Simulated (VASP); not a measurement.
Wanted: the native input for a VASP 6.6.1 run.

* Task: relaxation of cell and atoms
* Functional: PBE
* Potentials or basis: VASP PAW PBE potentials, release 64 (Li_sv, Be, F)
* Cutoff: 600 eV
* k mesh: 6 × 6 × 6
* Occupations: gaussian, width 0.02 eV
* Spin: no spin polarisation
* Dipole correction: no
* Further INCAR settings: ALGO = Normal; EDIFF = 1e-06; IBRION = 2; EDIFFG = -0.01; NSW = 100; ISIF = 3

The structure of LiBeF3 lies in POSCAR:

```
LiBeF3
1.0
    3.5060808400      0.0000000000      0.0000000000
    0.0000000000      3.5060808400      0.0000000000
    0.0000000000      0.0000000000      3.5060808400
Li Be F
1 1 3
Direct
    0.5000000000      0.5000000000      0.5000000000
    0.0000000000      0.0000000000      0.0000000000
    0.5000000000      0.0000000000      0.0000000000
    0.0000000000      0.0000000000      0.5000000000
    0.0000000000      0.5000000000      0.0000000000
```

These files were run (other wordings do the same):

INCAR

```
PREC = Accurate ; ENCUT = 600
EDIFF = 1E-6 ; ISMEAR = 0
SIGMA = 0.02 ; LREAL = False
LASPH = True ; NELM = 100
ALGO = Normal ; ISIF = 3
LWAVE = False ; LCHARG = False
GGA = PE ; IBRION = 2
NSW = 100 ; EDIFFG = -0.01
```

KPOINTS

```
Automatic mesh
0
Gamma
  6 6 6
```

Potentials or basis: VASP PAW PBE potentials, release 64 (Li_sv, Be, F).

Launch:

```sh
$ cat potpaw_PBE.64/Li_sv/POTCAR potpaw_PBE.64/Be/POTCAR potpaw_PBE.64/F/POTCAR > POTCAR
$ mpirun -np 1 vasp_std > vasp.out
```

Results of the run:

The relaxed volume is 8.52 Å³/atom and the relaxed cell is a = 3.493 Å, b = 3.493 Å, c = 3.493 Å, α = 90.00°, β = 90.00°, γ = 90.00°. The space group after relaxing (to 0.05 Å) is Pm-3m (No. 221) and the energy gained by relaxing is 0.4 meV/atom. The ionic steps are 3. The pressure after relaxing is 0.0 GPa and the band gap on the k mesh is 7.54 eV, indirect (least direct gap 8.32 eV).

Caveat: the cutoff is under 1.25 times the usual one of these potentials, so pressure, stress and relaxed cells hold a basis-set (Pulay) error.

Run time: 16 s on 1 thread of AMD EPYC 9R14 (Zen 4), on a shared host, peak memory 0.13 GiB.
